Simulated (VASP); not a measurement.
# O (P6_3/mmc) in VASP: further runs, part 2 of 2

VASP 6.6.1. Earlier steps stand in the parts before.

## Step 4: Density of states, PBEsol

The input, POSCAR:

```
O
1.0
    2.5609995414      0.0000000000      0.0000000000
   -1.2804997707      2.2178906619      0.0000000000
    0.0000000000      0.0000000000      6.5750000000
O
4
Direct
    0.3333333333      0.6666666667      0.1610000000
    0.6666666667      0.3333333333      0.6610000000
    0.3333333333      0.6666666667      0.3390000000
    0.6666666667      0.3333333333      0.8390000000
```

The input, INCAR.step1:

```
SYSTEM = O
PREC = Accurate ; ENCUT = 520
EDIFF = 1E-6 ; ISMEAR = -1
SIGMA = 0.03 ; LREAL = .FALSE.
LASPH = .TRUE. ; NELM = 60
ALGO = Normal ; ISIF = 2
LWAVE = .FALSE. ; LCHARG = .TRUE.
GGA = PS ; NBANDS = 20
```

The input, KPOINTS.step1:

```
regular mesh
0
G
  13 13 5
  0 0 0
```

The input, INCAR.step2:

```
SYSTEM = O
PREC = Accurate ; ENCUT = 520
EDIFF = 1E-6 ; ISMEAR = -5
SIGMA = 0.03 ; LREAL = .FALSE.
LASPH = .TRUE. ; NELM = 60
ALGO = Normal ; ISIF = 2
LWAVE = .FALSE. ; LCHARG = .FALSE.
GGA = PS ; LORBIT = 11
NBANDS = 20 ; NEDOS = 1001
ICHARG = 11
```

The input, KPOINTS.step2:

```
regular mesh
0
G
  20 20 8
  0 0 0
```

Started as:

```
$ cat potpaw_PBE.64/O/POTCAR > POTCAR
$ cp INCAR.step1 INCAR
$ cp KPOINTS.step1 KPOINTS
$ mpirun -np 1 vasp_std > vasp.out
$ cp INCAR.step2 INCAR
$ cp KPOINTS.step2 KPOINTS
$ mpirun -np 1 vasp_std > vasp.out
```

Wall time 2.1 min (1 thread of Intel Xeon Platinum 8488C (Sapphire Rapids), shared host); peak memory 0.22 GiB.

It converged, with:

```
Valence electrons inside the program's atomic spheres : O 4.97
```

Levels at points of the mesh, in eV from the Fermi level:
| k point | band 8 | band 9 | band 10 | band 11 | band 12 | band 13 | band 14 | band 15 | band 16 | band 17 |
| --- | --- | --- | --- | --- | --- | --- | --- | --- | --- | --- |
| (0.00, 0.00, 0.00) | -6.29 | -6.17 | -6.17 | 1.04 | 1.04 | 1.32 | 1.32 | 8.39 | 9.86 | 10.10 |
| (0.50, 0.00, 0.00) | -7.12 | -7.05 | -6.85 | -2.33 | -1.51 | 0.26 | 0.91 | 10.79 | 11.68 | 12.48 |
| (0.00, 0.00, 0.50) | -6.23 | -6.23 | -6.23 | 1.18 | 1.18 | 1.18 | 1.18 | 9.43 | 9.43 | 10.91 |
| (0.50, 0.00, 0.50) | -7.70 | -6.99 | -6.99 | -1.78 | -1.78 | 0.59 | 0.59 | 10.82 | 10.82 | 13.22 |

Caveat: the standard files for N, O and F lose accuracy on very short bonds; spin is off for a triplet molecule; the PAW data sets were made with another functional, which shifts forces and pressure a little; tetrahedron occupations give inexact forces and stress in metals.

## Step 5: Electric field gradients, PBEsol (volume scaled by 0.94)

The input, INCAR:

```
SYSTEM = O
PREC     = Accurate       ! precision mode
ENCUT    = 520            ! plane-wave cutoff, eV
EDIFF    = 1E-8           ! SCF threshold, eV
ISMEAR   = -1             ! smearing method
SIGMA    = 0.03           ! smearing width, eV
LREAL    = .FALSE.        ! projectors in reciprocal space
LASPH    = .TRUE.         ! aspherical terms in the spheres
NELM     = 60             ! most SCF steps
ALGO     = Normal         ! electronic algorithm
ISIF     = 2              ! what is computed and relaxed
LWAVE    = .FALSE.        ! write WAVECAR
LCHARG   = .FALSE.        ! write CHGCAR
GGA      = PS             ! functional
LEFG     = .TRUE.       
NBANDS   = 20             ! bands
```

The input, KPOINTS:

```
Automatic mesh
0
G
  13 13 5
  0 0 0
```

The input, POSCAR:

```
O
1.0
    2.5087195752      0.0000000000      0.0000000000
   -1.2543597876      2.1726148830      0.0000000000
    0.0000000000      0.0000000000      6.4407786648
O
4
Direct
    0.3333333333      0.6666666667      0.1610000000
    0.6666666667      0.3333333333      0.6610000000
    0.3333333333      0.6666666667      0.3390000000
    0.6666666667      0.3333333333      0.8390000000
```

Potentials or basis: VASP PAW PBE potentials, release 64 (O).

Started as:

```
$ cat potpaw_PBE.64/O/POTCAR > POTCAR
$ mpirun -np 1 vasp_std > vasp.out
```

OUTCAR:

```text
SYSTEM = O
   PREC = Accurate
   ENCUT = 520
   EDIFF = 1E-8
   ISMEAR = -1
   LREAL = .FALSE.
   LASPH = .TRUE.
   NELM = 60
   ISIF = 2
   GGA = PS

 ion  position               nearest neighbor table
   1  0.333  0.667  0.161-   3 1.15
   2  0.667  0.333  0.661-   4 1.15
   3  0.333  0.667  0.339-   1 1.15
   4  0.667  0.333  0.839-   2 1.15

  LATTYP: Found a hexagonal cell.
 ALAT       =     2.5087195752
 C/A-ratio  =     2.5673569611

  Lattice vectors:

 A1 = (   2.5087195752,   0.0000000000,   0.0000000000)
[... 780 lines left out ...]
 ion       V_xx      V_yy      V_zz      V_xy      V_xz      V_yz
---------------------------------------------------------------------
   1     -51.507   -51.508   103.015    -0.000     0.000    -0.000
   2     -51.507   -51.508   103.015    -0.000    -0.000     0.000
   3     -51.507   -51.508   103.015    -0.000    -0.000     0.000
   4     -51.507   -51.508   103.015    -0.000     0.000    -0.000
---------------------------------------------------------------------

 Electric field gradients after diagonalization (V/A^2)
 (convention: |V_zz| > |V_xx| > |V_yy|)
----------------------------------------------------------------------
 ion       V_xx      V_yy      V_zz     asymmetry (V_yy - V_xx)/ V_zz
----------------------------------------------------------------------
   1     -51.508   -51.507   103.015       0.000
   2     -51.508   -51.507   103.015       0.000
   3     -51.508   -51.507   103.015       0.000
   4     -51.508   -51.507   103.015       0.000
----------------------------------------------------------------------

           NMR quadrupolar parameters

 Cq : quadrupolar parameter    Cq=e*Q*V_zz/h
 eta: asymmetry parameters     (V_yy - V_xx)/ V_zz
 Q  : nuclear electric quadrupole moment in mb (millibarn)
----------------------------------------------------------------------
 ion       Cq(MHz)       eta       Q (mb)
----------------------------------------------------------------------
   1       0.249       0.000       1.000
   2       0.249       0.000       1.000
   3       0.249       0.000       1.000
   4       0.249       0.000       1.000
----------------------------------------------------------------------
```

Wall time 36 s (1 thread of AMD EPYC 7R43 (Zen 3), shared host); peak memory 0.13 GiB.

Results:

```yaml
Free_energy: -19.5848 eV
Pressure: 30.7 GPa
Largest_force: 7.375 eV/Å
Band_gap_on_the_k_mesh: zero (band 12 reaches 4.32 eV, above the bottom of band 13 at 2.13 eV)
```

Forces on the atoms (eV/Å):
```
O    0.000  0.000 -7.375
O    0.000  0.000 -7.375
O    0.000  0.000  7.375
O    0.000  0.000  7.375
```

Electric field gradients, principal values (V/Å²):
| atom | least | middle | greatest (by size) |
| --- | --- | --- | --- |
| 1 O | -51.507 | -51.508 | 103.015 |
| 2 O | -51.507 | -51.508 | 103.015 |
| 3 O | -51.507 | -51.508 | 103.015 |
| 4 O | -51.507 | -51.508 | 103.015 |

Caveat: the standard files for N, O and F lose accuracy on very short bonds; spin is off for a triplet molecule; without QUAD_EFG the Cq values of the log hold for a quadrupole moment of 1 mb, not for the nuclei; the PAW data sets were made with another functional, which shifts forces and pressure a little.

## Step 6: The runs side by side

| task | cell | k mesh for the DOS | occupations for the DOS | gap on the mesh (eV) | pressure (GPa) | largest force (eV/Å) |
| --- | --- | --- | --- | --- | --- | --- |
| electric field gradients | a = 2.561, b = 2.561, c = 6.575 Å, angles 90.0, 90.0, 120.0°, 4 atoms | - | - | none | 16.9 | 4.62 |
| density of states | a = 2.561, b = 2.561, c = 6.575 Å, angles 90.0, 90.0, 120.0°, 4 atoms | 20 × 20 × 8 | tetrahedron | - | - | - |
| electric field gradients | a = 2.509, b = 2.509, c = 6.441 Å, angles 90.0, 90.0, 120.0°, 4 atoms | - | - | none | 30.7 | 7.37 |

Alike in all rows: level PBEsol; potentials or basis VASP PAW PBE potentials, release 64 (O); no spin polarisation; k mesh 13 × 13 × 5; cutoff (eV) 520; smearing fermi-dirac 0.03 eV.

Caveats: the standard files for N, O and F lose accuracy on very short bonds; spin is off for a triplet molecule; the PAW data sets were made with another functional, which shifts forces and pressure a little; tetrahedron occupations give inexact forces and stress in metals (some runs).

Total energies depend on the potentials used, so only differences within one code and one set of settings carry meaning.
